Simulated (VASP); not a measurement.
# LiS3 (Im-3m) in VASP: further runs, part 2 of 2

VASP 6.6.1.

### 3 Single point, PBE

This run uses another cell than the first one, of 19.87 Å³/atom.

Input file INCAR:

```
PREC = Accurate
ENCUT = 520
EDIFF = 1E-6
ISMEAR = 0
SIGMA = 0.1
LREAL = False
LASPH = True
NELM = 80
ALGO = Normal
ISIF = 2
LWAVE = False
LCHARG = False
GGA = PE
NBANDS = 18
```

Input file KPOINTS:

```
Automatic mesh
0
Gamma
  4 4 4
```

Input file POSCAR:

```
LiS3
1.0
   -2.7086933800      2.7086933800      2.7086933800
    2.7086933800     -2.7086933800      2.7086933800
    2.7086933800      2.7086933800     -2.7086933800
Li S
1 3
Direct
    0.0000000000      0.0000000000      0.0000000000
    0.0000000000      0.5000000000      0.5000000000
    0.5000000000      0.0000000000      0.5000000000
    0.5000000000      0.5000000000      0.0000000000
```

Potentials or basis: VASP PAW PBE potentials, release 64 (Li_sv, S).

The run is started by

```console
$ cat potpaw_PBE.64/Li_sv/POTCAR potpaw_PBE.64/S/POTCAR > POTCAR
$ mpirun -np 1 vasp_std > vasp.out
```

OUTCAR:

```text
PREC = Accurate
   ENCUT = 520
   EDIFF = 1E-6
   ISMEAR = 0
   LREAL = False
   LASPH = True
   NELM = 80
   ISIF = 2
   GGA = PE

 ion  position               nearest neighbor table
   1  0.000  0.000  0.000-
   2  0.000  0.500  0.500-   3 2.71   4 2.71   4 2.71   3 2.71
   3  0.500  0.000  0.500-   2 2.71   4 2.71   4 2.71   2 2.71
   4  0.500  0.500  0.000-   2 2.71   3 2.71   3 2.71   2 2.71

  LATTYP: Found a body centered cubic cell.
 ALAT       =     5.4173867600

  Lattice vectors:

 A1 = (  -2.7086933800,   2.7086933800,   2.7086933800)
 A2 = (   2.7086933800,  -2.7086933800,   2.7086933800)
 A3 = (   2.7086933800,   2.7086933800,  -2.7086933800)

Analysis of symmetry for initial positions (statically):
=====================================================================
 Subroutine PRICEL returns:
 Original cell was already a primitive cell.

 Routine SETGRP: Setting up the symmetry group for a
 body centered cubic supercell.

 Subroutine GETGRP returns: Found 48 space group operations
 (whereof 48 operations were pure point group operations)
 out of a pool of 48 trial point group operations.

The static configuration has the point symmetry O_h .

Analysis of symmetry for dynamics (positions and initial velocities):
=====================================================================
 Subroutine PRICEL returns:
 Original cell was already a primitive cell.

 Routine SETGRP: Setting up the symmetry group for a
 body centered cubic supercell.

 Subroutine GETGRP returns: Found 48 space group operations
 (whereof 48 operations were pure point group operations)
 out of a pool of 48 trial point group operations.

The dynamic configuration has the point symmetry O_h .

 Subroutine INISYM returns: Found 48 space group operations
 (whereof 48 operations are pure point group operations),
 and found     1 'primitive' translations

----------------------------------------------------------------------------------------

                                     Primitive cell

  volume of cell :      79.4949

  direct lattice vectors                    reciprocal lattice vectors
    -2.708693380  2.708693380  2.708693380     0.000000000  0.184590845  0.184590845
     2.708693380 -2.708693380  2.708693380     0.184590845  0.000000000  0.184590845
     2.708693380  2.708693380 -2.708693380     0.184590845  0.184590845  0.000000000

  length of vectors
     4.691594556  4.691594556  4.691594556     0.261050877  0.261050877  0.261050877

  position of ions in fractional coordinates (direct lattice)
     0.000000000  0.000000000  0.000000000
     0.000000000  0.500000000  0.500000000
     0.500000000  0.000000000  0.500000000
     0.500000000  0.500000000  0.000000000

  ion indices of the primitive-cell ions
   primitive index   ion index
                 1           1
                 2           2
                 3           3
                 4           4

----------------------------------------------------------------------------------------

 KPOINTS: Automatic mesh

Automatic generation of k-mesh.
 Grid dimensions read from file:
 generate k-points for:    4    4    4

 Generating k-lattice:

  Cartesian coordinates                     Fractional coordinates (reciprocal lattice)
     0.000000000  0.046147711  0.046147711     0.250000000  0.000000000  0.000000000
     0.046147711  0.000000000  0.046147711     0.000000000  0.250000000  0.000000000
     0.046147711  0.046147711  0.000000000     0.000000000  0.000000000  0.250000000

  Length of vectors
     0.065262719  0.065262719  0.065262719

  Shift w.r.t. Gamma in fractional coordinates (k-lattice)
     0.000000000  0.000000000  0.000000000

 Subroutine IBZKPT returns following result:
 ===========================================

 Found      8 irreducible k-points:

 Following reciprocal coordinates:
            Coordinates               Weight
  0.000000  0.000000  0.000000      1.000000
  0.250000  0.000000  0.000000     12.000000
  0.500000  0.000000  0.000000      6.000000
  0.250000  0.250000  0.000000     24.000000
  0.250000  0.250000  0.250000      2.000000
 -0.250000  0.250000  0.250000      6.000000
  0.500000  0.500000  0.250000     12.000000
  0.500000  0.500000  0.500000      1.000000
   k-points           NKPTS =      8   k-points in BZ     NKDIM =      8   number of bands    NBANDS=     18
   number of dos      NEDOS =    301   number of ions     NIONS =      4
   total plane-waves  NPLWV =  46656
   dimension x,y,z NGX =    36 NGY =   36 NGZ =   36
   dimension x,y,z NGXF=    72 NGYF=   72 NGZF=   72
   ions per type =               1   3
   NGX,Y,Z   is equivalent  to a cutoff of  12.76, 12.76, 12.76 a.u.
   NGXF,Y,Z  is equivalent  to a cutoff of  25.51, 25.51, 25.51 a.u.
 SYSTEM =  unknown system
   PREC   = accura    normal or accurate (medium, high low for compatibility)
   ISTART =      0    job   : 0-new  1-cont  2-samecut
   ICHARG =      2    charge: 1-file 2-atom 10-const
   ISPIN  =      1    spin polarized calculation?
   LNONCOLLINEAR =      F non collinear calculations
   LSORBIT =      F    spin-orbit coupling
   LASPH  =      T    aspherical Exc in radial PAW
   ENCUT  =  520.0 eV  38.22 Ry    6.18 a.u.   8.72  8.72  8.72*2*pi/ulx,y,z
   NELM   =     80;   NELMIN=  2; NELMDL= -5     # of ELM steps
   EDIFF  = 0.1E-05   stopping-criterion for ELM
   LREAL  =      F    real-space projection
   EDIFFG = 0.1E-04   stopping-criterion for IOM
   NSW    =      0    number of steps for IOM
   IBRION =     -1    ionic relax: 0-MD 1-quasi-New 2-CG
   NFREE  =      0    steps in history (QN), initial steepest desc. (CG)
   ISIF   =      2    stress and relaxation
   ISYM   =      2    0-nonsym 1-usesym 2-fastsym
   POTIM  = 0.5000    time-step for ionic-motion
   TEBEG  =    0.0;   TEEND  =   0.0 temperature during run
   PSTRESS=    0.0 pullay stress
   NELECT =      21.0000    total number of electrons
   NUPDOWN=      -1.0000    fix difference up-down
   EMIN   =  10.00;   EMAX   =-10.00  energy-range for DOS
   EFERMI =   0.00;   METHOD = LEGACY
   ISMEAR =     0;   SIGMA  =   0.10  broadening in eV -4-tet -1-fermi 0-gaus
   EFERMI_NEDOS =   21; number of points for ismear=-14 and -15
   IALGO  =     38    algorithm
   IMIX   =      4    mixing-type and parameters
     AMIX     =   0.40;   BMIX     =  1.00
     AMIX_MAG =   1.60;   BMIX_MAG =  1.00
  volume/ion in A,a.u.               =      19.87       134.11
  Fermi-wavevector in a.u.,A,eV,Ry     =   1.050432  1.985029 15.012779  1.103408
  Thomas-Fermi vector in A             =   2.185435
   LORBIT       =      0    0 simple, 1 ext, 2 COOP (PROOUT), +10 PAW based schemes
   GGA     = PE    functional components
   LHFCALC =     F    Hartree Fock is set to
   AEXX    =    0.0000 exact exchange contribution
   IVDW    =     0    specifies the selected vdW correction
   LEPSILON=     F    determine dielectric tensor
   LRPA    =     F    only Hartree local field effects (RPA)
 non-spin polarized calculation
 Gauss-broadening in eV      SIGMA  =   0.10
  energy-cutoff  :      520.00
  volume of cell :       79.49
 maximum number of plane-waves:      2214
 NGX is ok and might be reduce to    36
   NGX = 17   NGY = 17   NGZ = 17

 number of electron      21.0000005 magnetization

 Free energy of the ion-electron system (eV)
  ---------------------------------------------------
  ext. energy  EPLUGINS =         0.00000000
  ---------------------------------------------------
  free energy    TOTEN  =       -14.71826089 eV

  energy without entropy =      -14.69450795  energy(sigma->0) =      -14.70638442

 E-fermi :   2.4824     XC(G=0):  -9.0929

 val. band max:        2.4586066537   @ k =   0.2500   0.2500   0.0000
 cond. band min:       2.7740556387   @ k =   0.5000   0.0000   0.0000
 fundamental gap:      0.3154489850
 Fermi energy:         2.4824201282

 k-point     1 :       0.0000    0.0000    0.0000
  band No.  band energies     occupation
      1     -42.2347      2.00000
      2     -11.0949      2.00000
      3      -7.5096      2.00000
      4      -7.5096      2.00000
      5      -1.1972      2.00000
      6      -1.1972      2.00000
[... 145 lines left out ...]
      5      -2.2569      2.00000
      6      -2.2569      2.00000
[... 10 lines left out ...]
     17      10.8941      0.00000
     18      13.2193      0.00000

------------------------ aborting loop because EDIFF is reached ----------------------------------------

  FORCE on cell =-STRESS in cart. coord.  units (eV):
  Direction    XX          YY          ZZ          XY          YZ          ZX
  --------------------------------------------------------------------------------------
  -------------------------------------------------------------------------------------
  Total       -4.6581551     -4.6581551     -4.6581551      0.0000000      0.0000000     -0.0000000
  in kB      -93.8825761    -93.8825761    -93.8825761      0.0000000      0.0000000     -0.0000000
  external PRESSURE =     -93.8825761 kB  Pullay stress =       0.0000000 kB

 VOLUME and BASIS-vectors are now :
 -----------------------------------------------------------------------------
  energy-cutoff  :      520.00
  volume of cell :       79.49
      direct lattice vectors                 reciprocal lattice vectors
    -2.708693380  2.708693380  2.708693380     0.000000000  0.184590845  0.184590845
     2.708693380 -2.708693380  2.708693380     0.184590845  0.000000000  0.184590845
     2.708693380  2.708693380 -2.708693380     0.184590845  0.184590845  0.000000000

 POSITION                                       TOTAL-FORCE (eV/Angst)
 -----------------------------------------------------------------------------------
      0.00000      0.00000      0.00000        -0.000000     -0.000000      0.000000
      2.70869      0.00000      0.00000        -0.000000      0.000000     -0.000000
      0.00000      2.70869      0.00000        -0.000000     -0.000000      0.000000
      0.00000      0.00000      2.70869         0.000000     -0.000000      0.000000
 -----------------------------------------------------------------------------------
    total drift:                                0.000000      0.000000     -0.000000

  FREE ENERGIE OF THE ION-ELECTRON SYSTEM (eV)
  ---------------------------------------------------
  free  energy   TOTEN  =       -14.7182608870 eV

  energy  without entropy=      -14.6945079516  energy(sigma->0) =      -14.70638442
```

stdout:

```text
POSCAR found type information on POSCAR LiS
 POSCAR found :  2 types and       4 ions
 scaLAPACK will be used
 LDA part: xc-table for (Slater+PW92), standard interpolation
 POSCAR, INCAR and KPOINTS ok, starting setup
 FFT: planning ... GRIDC
 FFT: planning ... GRID_SOFT
 FFT: planning ... GRID
 WAVECAR not read
 entering main loop
```

It took 7.9 s on 1 thread of Intel Xeon 6975P-C (Granite Rapids), shared host; peak memory 0.19 GiB.

What came out:

| Item | Value |
| --- | --- |
| Free energy | -14.7183 eV |
| Band gap on the k mesh | zero (an odd number of electrons rules out a gap without spin polarisation) |

Caveat: the k points lie up to 0.41 Å⁻¹ apart, too coarse for converged energies and pressures of a metal; the cutoff is under 1.25 times the usual one of these potentials, so pressure, stress and relaxed cells hold a basis-set (Pulay) error.
